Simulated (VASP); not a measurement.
**Ni: single point with LDA**

The system is Ni.

```
CELL_PARAMETERS angstrom
0.00000 2.50240 2.50240
2.50240 0.00000 2.50240
2.50240 2.50240 0.00000
ATOMIC_POSITIONS crystal
Ni 0.12500 0.12500 0.12500
Ni 0.87500 0.87500 0.87500
```

This isn't the form of Ni at room conditions, which is fcc.

| Property | Result |
| --- | --- |
| Program | VASP 6.6.1 |
| Task | single point |
| Functional | LDA |
| Potentials or basis | VASP PAW LDA potentials, release 64 (Ni) |
| Cutoff | 520 eV |
| k mesh | 12 × 12 × 12 |
| Occupations | fermi-dirac, width 0.05 eV |
| Spin | collinear spin, ferromagnetic start |
| Starting moments | [0.797, 0.797] μB |

| Property | Result |
| --- | --- |
| Pressure | -4.4 GPa |
| Net moment | 1.50 μB per cell |
| Site moments | Ni +0.75 μB |
| Valence electrons inside the program's atomic spheres | Ni 9.30 |

Levels at points of the mesh, in eV from the Fermi level:
Spin up:
```tsv
k point	band 7	band 8	band 9	band 10	band 11	band 12	band 13	band 14	band 15	band 16
(0.00, 0.00, 0.00)	-1.69	-1.69	-1.69	-0.65	-0.65	12.12	12.12	12.12	12.64	12.64
(0.50, 0.00, 0.00)	-1.56	-1.33	-1.33	-0.82	-0.82	0.49	8.78	8.78	12.53	13.00
(0.50, 0.50, 0.00)	-1.91	-1.91	-0.68	-0.68	1.06	1.06	4.53	4.53	9.64	9.64
```
Spin down:
```csv
k point,band 6,band 7,band 8,band 9,band 10,band 11,band 12,band 13
"(0.00, 0.00, 0.00)",-2.57,-0.99,-0.99,-0.99,0.15,0.15,12.32,12.32
"(0.50, 0.00, 0.00)",-2.51,-1.48,-0.59,-0.59,-0.03,-0.03,1.10,8.94
"(0.50, 0.50, 0.00)",-2.06,-1.19,-1.19,0.11,0.11,1.52,1.52,4.59
```

Wall time 90 s on 1 thread of Intel Xeon 8259CL (shared host), peak memory 0.19 GiB.

Caveat: the cell stands under tension.
